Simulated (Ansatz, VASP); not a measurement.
One calculation of ZnSe, two programs

```
Zn Se
1.0
     4.02842    0.00000    0.00000
     0.00000    4.02842    0.00000
     0.00000    0.00000    5.86214
Zn Se
2 2
Direct
  0.00000 0.00000 0.00277
  0.50000 0.50000 0.00277
  0.00000 0.50000 0.30162
  0.50000 0.00000 0.69284
```

Alike in both runs: task single point; functional PBE; k mesh 8 × 8 × 6; occupations gaussian, width 0.02 eV; no spin polarisation.

|  | VASP | Ansatz |
| --- | --- | --- |
| version | VASP 6.6.1 | Ansatz 0.2.0 |
| potentials or method | VASP PAW PBE potentials, release 64 (Zn, Se), cutoff 520 eV | scalar-relativistic, plane waves, PAW |
| valence electrons in the cell | 36 | 56 |

|  | VASP | Ansatz | Ansatz less VASP |
| --- | --- | --- | --- |
| gap on the k mesh at the Fermi level (eV) | 0.85 | 0.85 | -0.001 |
| least direct gap on the mesh (eV) | 0.85 | 0.85 | -0.001 |
| pressure (GPa) | -5.2 | -5.3 | -0.12 |
| traceless stress, the component that is largest in VASP (GPa) | -5.66 | -5.68 | -0.021 |
| rms of the force components (eV/Å) | 0.869 | 0.877 | +0.0087 |

Atom by atom the forces differ by 0.009 eV/Å (rms over components). With one functional, cell and mesh, what is left measures potentials, basis and numerics. VASP's potentials hold 36 valence electrons a cell and Ansatz's 56, so a difference there can come from the potentials and not from the codes.
